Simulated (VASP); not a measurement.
# CsI (Pm-3m) in VASP: a series of runs

Runs on CsI. Level: PBEsol. Tasks: vibrations by perturbation theory.

Everything below comes from runs of VASP 6.6.1. Logs are shortened: lines on timing, memory, paths and dates and some standing lists are left out, and cuts for length are marked.

## 1. The cell of the first run

Symmetry: Pm-3m, No. 221, cubic system. The conventional cell has a = 4.481 Å, b = 4.481 Å, c = 4.481 Å, α = 90.00°, β = 90.00°, γ = 90.00°. Cs (site symmetry m-3m) has 8 I at 3.88 Å and 6 Cs at 4.48 Å within 5.1 Å. Within 5.1 Å of I (site symmetry m-3m) lie 8 Cs at 3.88 Å and 6 I at 4.48 Å.

## 2. Vibrations by perturbation theory, PBEsol (44.97 Å³/atom)

Input file INCAR:

```
SYSTEM = CsI
ALGO = Normal
EDIFF = 1E-8
ENCUT = 500
GGA = PS
GGA_COMPAT = .FALSE.
IBRION = 8
ISIF = 2
ISMEAR = 0
LASPH = .TRUE.
LCHARG = .FALSE.
LREAL = .FALSE.
LWAVE = .FALSE.
NELM = 120
NSW = 1
PREC = Accurate
SIGMA = 0.01
```

Input file KPOINTS:

```
k-points
0
G
  6 6 6
  0 0 0
```

Input file POSCAR:

```
CsI
1.0
    4.4805622709      0.0000000000      0.0000000000
    0.0000000000      4.4805622709      0.0000000000
    0.0000000000      0.0000000000      4.4805622709
Cs I
1 1
Direct
    0.0000000000      0.0000000000      0.0000000000
    0.5000000000      0.5000000000      0.5000000000
```

Potentials or basis: VASP PAW PBE potentials, release 64 (Cs_sv, I).

Run with:

```sh
$ cat potpaw_PBE.64/Cs_sv/POTCAR potpaw_PBE.64/I/POTCAR > POTCAR
$ mpirun -np 1 vasp_std > vasp.out
```

OUTCAR:

```text
SYSTEM = CsI
   EDIFF = 1E-8
   ENCUT = 500
   GGA = PS
   IBRION = 8
   ISIF = 2
   ISMEAR = 0
   LASPH = .TRUE.
   LREAL = .FALSE.
   NELM = 120
   NSW = 1
   PREC = Accurate

 ion  position               nearest neighbor table
   1  0.000  0.000  0.000-
   2  0.500  0.500  0.500-

  LATTYP: Found a simple cubic cell.
 ALAT       =     4.4805622709

  Lattice vectors:

 A1 = (   4.4805622709,   0.0000000000,   0.0000000000)
 A2 = (   0.0000000000,   4.4805622709,   0.0000000000)
 A3 = (   0.0000000000,   0.0000000000,   4.4805622709)

Analysis of symmetry for initial positions (statically):
=====================================================================
 Subroutine PRICEL returns:
 Original cell was already a primitive cell.

 Routine SETGRP: Setting up the symmetry group for a
 simple cubic supercell.

 Subroutine GETGRP returns: Found 48 space group operations
 (whereof 48 operations were pure point group operations)
 out of a pool of 48 trial point group operations.

The static configuration has the point symmetry O_h .

Analysis of symmetry for dynamics (positions and initial velocities):
=====================================================================
 Subroutine PRICEL returns:
 Original cell was already a primitive cell.

 Routine SETGRP: Setting up the symmetry group for a
 simple cubic supercell.

 Subroutine GETGRP returns: Found 48 space group operations
 (whereof 48 operations were pure point group operations)
 out of a pool of 48 trial point group operations.

The dynamic configuration has the point symmetry O_h .

 Subroutine INISYM returns: Found 48 space group operations
 (whereof 48 operations are pure point group operations),
 and found     1 'primitive' translations

----------------------------------------------------------------------------------------

                                     Primitive cell

  volume of cell :      89.9493

  direct lattice vectors                    reciprocal lattice vectors
     4.480562271  0.000000000  0.000000000     0.223186274  0.000000000  0.000000000
     0.000000000  4.480562271  0.000000000     0.000000000  0.223186274  0.000000000
     0.000000000  0.000000000  4.480562271     0.000000000  0.000000000  0.223186274

  length of vectors
     4.480562271  4.480562271  4.480562271     0.223186274  0.223186274  0.223186274

  position of ions in fractional coordinates (direct lattice)
     0.000000000  0.000000000  0.000000000
     0.500000000  0.500000000  0.500000000

  ion indices of the primitive-cell ions
   primitive index   ion index
                 1           1
                 2           2

----------------------------------------------------------------------------------------

 KPOINTS: k-points

Automatic generation of k-mesh.
 Grid dimensions read from file:
 generate k-points for:    6    6    6

 Generating k-lattice:

  Cartesian coordinates                     Fractional coordinates (reciprocal lattice)
     0.037197712  0.000000000  0.000000000     0.166666667  0.000000000  0.000000000
     0.000000000  0.037197712  0.000000000     0.000000000  0.166666667  0.000000000
     0.000000000  0.000000000  0.037197712     0.000000000  0.000000000  0.166666667

  Length of vectors
     0.037197712  0.037197712  0.037197712

  Shift w.r.t. Gamma in fractional coordinates (k-lattice)
     0.000000000  0.000000000  0.000000000

 Subroutine IBZKPT returns following result:
 ===========================================
[... 74 lines left out ...]
 non-spin polarized calculation
 Gauss-broadening in eV      SIGMA  =   0.01
  energy-cutoff  :      500.00
  volume of cell :       89.95
 maximum number of plane-waves:      2301
 NGX is ok and might be reduce to    36
   NGX = 17   NGY = 17   NGZ = 17

--------------------------------------- Ionic step        1  -------------------------------------------

 number of electron      15.9999998 magnetization

 Free energy of the ion-electron system (eV)
  ---------------------------------------------------
  ext. energy  EPLUGINS =         0.00000000
  ---------------------------------------------------
  free energy    TOTEN  =        -5.77279773 eV

  energy without entropy =       -5.77279773  energy(sigma->0) =       -5.77279773

 E-fermi :   1.1103     XC(G=0):  -8.2040

 val. band max:        1.0489171735   @ k =   0.5000   0.5000   0.0000
 cond. band min:       4.9414012279   @ k =   0.0000   0.0000   0.0000
 fundamental gap:      3.8924840543
 Fermi energy:         1.1102758459

 k-point     1 :       0.0000    0.0000    0.0000
  band No.  band energies     occupation
      1     -19.2474      2.00000
      2      -9.7383      2.00000
      3      -5.9228      2.00000
      4      -5.9228      2.00000
      5      -5.9228      2.00000
      6       0.9701      2.00000
      7       0.9701      2.00000
      8       0.9701      2.00000
      9       4.9414      0.00000
     10       5.0268      0.00000
     11       5.0268      0.00000
     12       8.9104      0.00000
[... 273 lines left out ...]
      1     -19.1584      2.00000
      2      -9.4149      2.00000
      3      -6.2242      2.00000
      4      -6.2242      2.00000
      5      -6.2242      2.00000
      6      -0.4393      2.00000
      7      -0.4393      2.00000
      8      -0.4393      2.00000
      9       8.2924      0.00000
     10       8.2924      0.00000
     11       8.2924      0.00000
     12       9.1356      0.00000

------------------------ aborting loop because EDIFF is reached ----------------------------------------

  FORCE on cell =-STRESS in cart. coord.  units (eV):
  Direction    XX          YY          ZZ          XY          YZ          ZX
  --------------------------------------------------------------------------------------
  -------------------------------------------------------------------------------------
  Total        0.1631534      0.1631534      0.1631534     -0.0000000     -0.0000000     -0.0000000
  in kB        2.9060904      2.9060904      2.9060904     -0.0000000     -0.0000000     -0.0000000
  external PRESSURE =       2.9060904 kB  Pullay stress =       0.0000000 kB

 VOLUME and BASIS-vectors are now :
 -----------------------------------------------------------------------------
  energy-cutoff  :      500.00
  volume of cell :       89.95
      direct lattice vectors                 reciprocal lattice vectors
     4.480562271  0.000000000  0.000000000     0.223186274  0.000000000  0.000000000
     0.000000000  4.480562271  0.000000000     0.000000000  0.223186274  0.000000000
     0.000000000  0.000000000  4.480562271     0.000000000  0.000000000  0.223186274

 POSITION                                       TOTAL-FORCE (eV/Angst)
 -----------------------------------------------------------------------------------
      0.00000      0.00000      0.00000         0.000000      0.000000      0.000000
      2.24028      2.24028      2.24028         0.000000      0.000000      0.000000
 -----------------------------------------------------------------------------------
    total drift:                               -0.000000      0.000000      0.000000

  FREE ENERGIE OF THE ION-ELECTRON SYSTEM (eV)
  ---------------------------------------------------
  free  energy   TOTEN  =        -5.7727977329 eV

  energy  without entropy=       -5.7727977329  energy(sigma->0) =       -5.77279773

[... ionic steps 2 to 3 ...]

--------------------------------------- Ionic step        4  -------------------------------------------

------------------------ aborting loop because EDIFF is reached ----------------------------------------

[... ionic steps 5 to 6 ...]

--------------------------------------- Ionic step        7  -------------------------------------------

 Free energy of the ion-electron system (eV)
  ---------------------------------------------------
  ---------------------------------------------------
  free energy    TOTEN  =        -0.08655985 eV

  energy without entropy =       -0.08655985

------------------------ aborting loop because EDIFF is reached ----------------------------------------

 INTERNAL STRAIN TENSOR  FOR ION    2  DIRECTION 1   (eV/Angst):
 -----------------------------------------------------------------------------
     0.01409  0.00000  0.00000
    -0.00000  0.00270 -0.00000
     0.00000 -0.00000  0.00270

 INTERNAL STRAIN TENSOR FOR ION    2 for displacements in x,y,z  (eV/Angst):
          X           Y           Z          XY          YZ          ZX
  --------------------------------------------------------------------------------
  x     0.00000     0.00000     0.00000     0.00000     0.00000     0.00000
  y     0.00000     0.00000     0.00000     0.00000     0.00000     0.00000
  z     0.00000     0.00000     0.00000     0.00000     0.00000     0.00000

 SECOND DERIVATIVES (NOT SYMMETRIZED)
 ------------------------------------
               1X          1Y          1Z          2X          2Y          2Z
  1X    -0.921905   -0.000000   -0.000000    0.921905    0.000000    0.000000
  1Y    -0.000000   -0.921905    0.000000    0.000000    0.921905   -0.000000
  1Z    -0.000000   -0.000000   -0.921905    0.000000    0.000000    0.921905
  2X     0.920599    0.000000    0.000000   -0.920599   -0.000000   -0.000000
  2Y     0.000000    0.920599   -0.000000   -0.000000   -0.920599    0.000000
  2Z    -0.000000   -0.000000    0.920599    0.000000    0.000000   -0.920599

 Eigenvectors and eigenvalues of the dynamical matrix
 ----------------------------------------------------

   1 f  =    1.862341 THz    11.701432 2PiTHz   62.121000 cm-1     7.702019 meV
             X         Y         Z           dx          dy          dz
      0.000000  0.000000  0.000000     0.699153    0.000000    0.000000
      2.240281  2.240281  2.240281    -0.714972    0.000000    0.000000
[... 21 lines left out ...]
   6 f/i=    0.000660 THz     0.004147 2PiTHz    0.022014 cm-1     0.002729 meV
             X         Y         Z           dx          dy          dz
      0.000000  0.000000  0.000000    -0.000000   -0.000000    0.714972
      2.240281  2.240281  2.240281     0.000000    0.000000    0.699153

--------------------------------------------------------------------------------------------------------

 ELASTIC MODULI CONTR FROM IONIC RELAXATION (kBar)
 Direction    XX          YY          ZZ          XY          YZ          ZX
 --------------------------------------------------------------------------------
 XX           0.0000      0.0000      0.0000      0.0000      0.0000      0.0000
 YY           0.0000      0.0000      0.0000      0.0000      0.0000      0.0000
 ZZ           0.0000      0.0000      0.0000      0.0000      0.0000      0.0000
 XY           0.0000      0.0000      0.0000      0.0000      0.0000      0.0000
 YZ           0.0000      0.0000      0.0000      0.0000      0.0000      0.0000
 ZX           0.0000      0.0000      0.0000      0.0000      0.0000      0.0000
 --------------------------------------------------------------------------------
```

It took 71 s on 1 thread of Oxide Virtual Turin-like, shared host; peak memory 0.26 GiB.

What came out:

```
Highest phonon frequency at Γ, LO-TO splitting left out : 62 cm⁻¹
```

Phonon frequencies in cm⁻¹ (negative: imaginary):
| q point | frequencies |
| --- | --- |
| (0.000, 0.000, 0.000) | 0 0 0 62 62 62 |

Caveat: the PAW data sets were made with another functional, which shifts forces and pressure a little; spin-orbit coupling is left out, which moves the levels of the heavy elements.

## 3. Vibrations by perturbation theory, PBEsol

This run uses another cell than the first one, of 45.66 Å³/atom.

Input file INCAR:

```
SYSTEM = CsI
PREC     = Accurate       ! precision mode
ENCUT    = 500            ! plane-wave cutoff, eV
EDIFF    = 1E-8           ! SCF threshold, eV
ISMEAR   = 0              ! smearing method
SIGMA    = 0.01           ! smearing width, eV
LREAL    = .FALSE.        ! projectors in reciprocal space
LASPH    = .TRUE.         ! aspherical terms in the spheres
NELM     = 120            ! most SCF steps
ALGO     = Normal         ! electronic algorithm
ISIF     = 2              ! what is computed and relaxed
LWAVE    = .FALSE.        ! write WAVECAR
LCHARG   = .FALSE.        ! write CHGCAR
GGA      = PS             ! functional
IBRION   = 8              ! ionic algorithm
NSW      = 1              ! ionic steps
GGA_COMPAT= .FALSE.
```

Input file KPOINTS:

```
Automatic mesh
0
G
  6 6 6
  0 0 0
```

Input file POSCAR:

```
CsI
1.0
    4.5031917572      0.0000000000      0.0000000000
    0.0000000000      4.5031917572      0.0000000000
    0.0000000000      0.0000000000      4.5031917572
Cs I
1 1
Direct
    0.0000000000      0.0000000000      0.0000000000
    0.5000000000      0.5000000000      0.5000000000
```

Potentials or basis: VASP PAW PBE potentials, release 64 (Cs_sv, I).

Run with:

```sh
$ cat potpaw_PBE.64/Cs_sv/POTCAR potpaw_PBE.64/I/POTCAR > POTCAR
$ mpirun -np 1 vasp_std > vasp.out
```

OUTCAR:

```text
SYSTEM = CsI
   PREC = Accurate
   ENCUT = 500
   EDIFF = 1E-8
   ISMEAR = 0
   LREAL = .FALSE.
   LASPH = .TRUE.
   NELM = 120
   ISIF = 2
   GGA = PS
   IBRION = 8
   NSW = 1

 ion  position               nearest neighbor table
   1  0.000  0.000  0.000-
   2  0.500  0.500  0.500-

  LATTYP: Found a simple cubic cell.
 ALAT       =     4.5031917572

  Lattice vectors:

 A1 = (   4.5031917572,   0.0000000000,   0.0000000000)
 A2 = (   0.0000000000,   4.5031917572,   0.0000000000)
 A3 = (   0.0000000000,   0.0000000000,   4.5031917572)

Analysis of symmetry for initial positions (statically):
=====================================================================
 Subroutine PRICEL returns:
 Original cell was already a primitive cell.

 Routine SETGRP: Setting up the symmetry group for a
 simple cubic supercell.
[... 520 lines left out ...]

------------------------ aborting loop because EDIFF is reached ----------------------------------------

 INTERNAL STRAIN TENSOR  FOR ION    2  DIRECTION 1   (eV/Angst):
 -----------------------------------------------------------------------------
     0.01397 -0.00000  0.00000
    -0.00000  0.00271 -0.00000
     0.00000 -0.00000  0.00271

 INTERNAL STRAIN TENSOR FOR ION    2 for displacements in x,y,z  (eV/Angst):
          X           Y           Z          XY          YZ          ZX
  --------------------------------------------------------------------------------
  x     0.00000     0.00000     0.00000     0.00000     0.00000     0.00000
  y     0.00000     0.00000     0.00000     0.00000     0.00000     0.00000
  z     0.00000     0.00000     0.00000     0.00000     0.00000     0.00000

 SECOND DERIVATIVES (NOT SYMMETRIZED)
 ------------------------------------
               1X          1Y          1Z          2X          2Y          2Z
  1X    -0.837109   -0.000000    0.000000    0.837109    0.000000    0.000000
  1Y    -0.000000   -0.837109    0.000000    0.000000    0.837109   -0.000000
  1Z    -0.000000   -0.000000   -0.837109    0.000000    0.000000    0.837109
  2X     0.842739    0.000000    0.000000   -0.842739   -0.000000   -0.000000
  2Y     0.000000    0.842739   -0.000000   -0.000000   -0.842739    0.000000
  2Z    -0.000000   -0.000000    0.842739    0.000000    0.000000   -0.842739

 Eigenvectors and eigenvalues of the dynamical matrix
 ----------------------------------------------------

   1 f  =    1.778324 THz    11.173539 2PiTHz   59.318501 cm-1     7.354554 meV
             X         Y         Z           dx          dy          dz
      0.000000  0.000000  0.000000     0.697700   -0.000000    0.000000
      2.251596  2.251596  2.251596    -0.716390    0.000000    0.000000
[... 21 lines left out ...]
   6 f/i=    0.002979 THz     0.018719 2PiTHz    0.099375 cm-1     0.012321 meV
             X         Y         Z           dx          dy          dz
      0.000000  0.000000  0.000000    -0.000000   -0.000000    0.716390
      2.251596  2.251596  2.251596     0.000000    0.000000    0.697700

--------------------------------------------------------------------------------------------------------

 ELASTIC MODULI CONTR FROM IONIC RELAXATION (kBar)
 Direction    XX          YY          ZZ          XY          YZ          ZX
 --------------------------------------------------------------------------------
 XX           0.0000      0.0000      0.0000      0.0000      0.0000      0.0000
 YY           0.0000      0.0000      0.0000      0.0000      0.0000      0.0000
 ZZ           0.0000      0.0000      0.0000      0.0000      0.0000      0.0000
 XY           0.0000      0.0000      0.0000      0.0000      0.0000      0.0000
 YZ           0.0000      0.0000      0.0000      0.0000      0.0000      0.0000
 ZX           0.0000      0.0000      0.0000      0.0000      0.0000      0.0000
 --------------------------------------------------------------------------------
```

stdout:

```text
POSCAR found type information on POSCAR CsI
 POSCAR found :  2 types and       2 ions
 scaLAPACK will be used
 -----------------------------------------------------------------------------
|                                                                             |
|                                                                             |
|     You enforced a specific xc type in the INCAR file but a different       |
|     I HOPE YOU KNOW WHAT YOU ARE DOING!                                     |
|                                                                             |
 -----------------------------------------------------------------------------

 LDA part: xc-table for (Slater+PW92), standard interpolation
 POSCAR, INCAR and KPOINTS ok, starting setup
 FFT: planning ... GRIDC
 FFT: planning ... GRID_SOFT
 FFT: planning ... GRID
 WAVECAR not read
 entering main loop
 Linear response reoptimize wavefunctions to high precision
 Linear response DOF=           2
 Linear response progress:
 first order change of Fermi-energy   0.39543E-03
 force on displaced ion       1 direction 1 :  -0.837  -0.000  -0.000
 Linear response progress:
 first order change of Fermi-energy   0.14506E-03
 force on displaced ion       2 direction 1 :  -0.843  -0.000   0.000
 Linear response finished
```

Run time: 78 s. Hardware: 1 thread of Oxide Virtual Turin-like, shared host; peak memory 0.27 GiB.

Results:

* Highest phonon frequency at Γ, LO-TO splitting left out: 59 cm⁻¹

Phonon frequencies in cm⁻¹ (negative: imaginary):
```tsv
q point	frequencies
(0.000, 0.000, 0.000)	0 0 0 59 59 59
```

Caveat: the PAW data sets were made with another functional, which shifts forces and pressure a little; spin-orbit coupling is left out, which moves the levels of the heavy elements.

(Continued in part 2 of 2.)
